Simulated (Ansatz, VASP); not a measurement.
## CoTeH: VASP beside Ansatz

```
Co Te H
1.0
     3.48406    0.00000    0.00000
     0.00000    3.48406    0.00000
     0.00000    0.00000    3.22736
Co Te H
1 1 1
Direct
  0.50000 0.50000 0.50000
  0.00000 0.00000 0.00000
  0.50000 0.50000 0.00000
```

Change from the starting cell: species swapped into the DyCoC type (P4/mmm, No. 123).

Alike in both runs: task relaxation of cell and atoms; functional PBE; k mesh 14 × 14 × 14; occupations gaussian, width 0.1 eV; no spin polarisation.

```csv
,VASP,Ansatz
version,VASP 6.6.1,Ansatz 0.2.0
potentials or method,"VASP PAW PBE potentials, release 64 (Co, Te, H), cutoff 600 eV","scalar-relativistic, plane waves, PAW"
valence electrons in the cell,16,34
```

|  | VASP | Ansatz | Ansatz less VASP |
| --- | --- | --- | --- |
| gap on the k mesh at the Fermi level, each at its own relaxed structure (eV) | none | none | - |
| relaxed volume (Å³/atom) | 13.03 | 13.04 | +0.015 |
| relaxed cell length with the largest relative difference (Å) | 3.489 | 3.492 | +0.0035 |

A gap of «none» marks a metal or a gap that the smearing closes. VASP's potentials hold 16 valence electrons a cell and Ansatz's 34, so a difference there can come from the potentials and not from the codes.

Neither program's run includes spin-orbit coupling.
